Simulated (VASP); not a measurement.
Here is a VASP 6.6.1 calculation.

INCAR

```
SYSTEM = CsLi3O2
PREC = Accurate
ENCUT = 600
EDIFF = 1E-6
ISMEAR = 0
SIGMA = 0.1
LREAL = .FALSE.
LASPH = .TRUE.
NELM = 100
ALGO = Normal
ISIF = 3
LWAVE = .FALSE.
LCHARG = .FALSE.
GGA = PE
IBRION = 2
NSW = 90
EDIFFG = -0.04
```

File KPOINTS:

```
Automatic mesh
0
G
  6 6 4
  0 0 0
```

POSCAR

```
CsLi3O2
1.0
    4.3368030100      0.0000000000      0.0000000000
   -2.1684015100      3.7557815800      0.0000000000
    0.0000000000      0.0000000000      6.5423908400
Cs Li O
1 3 2
Direct
    0.0000000000      0.0000000000      0.5000000000
    0.0000000000      0.0000000000      0.0000000000
    0.3333333300      0.6666666700      0.0000000000
    0.6666666700      0.3333333300      0.0000000000
    0.3333333300      0.6666666700      0.5000000000
    0.6666666700      0.3333333300      0.5000000000
```

Potentials or basis: VASP PAW PBE potentials, release 64 (Cs_sv, Li_sv, O).

Run with:

```console
$ cat potpaw_PBE.64/Cs_sv/POTCAR potpaw_PBE.64/Li_sv/POTCAR potpaw_PBE.64/O/POTCAR > POTCAR
$ mpirun -np 1 vasp_std > vasp.out
```

(1) Estimate the band gap on the k mesh.

(2) Estimate the relaxed volume.

(3) Estimate the space group after relaxing (to 0.1 Å).

(4) What does it give for the relaxed cell?

Results:

(1) zero (bands 15 and 16 overlap by 0.33 eV).

(2) 17.51 Å³/atom.

(3) P6/mmm (No. 191).

(4) a = 5.307 Å, b = 5.307 Å, c = 4.307 Å, α = 90.00°, β = 90.00°, γ = 120.00°.

Caveat: the cutoff is under 1.25 times the usual one of these potentials, so pressure, stress and relaxed cells hold a basis-set (Pulay) error; a cell axis changed by over 15 % at a fixed basis, so the end point is rough; spin-orbit coupling is left out, which moves the levels of the heavy elements.
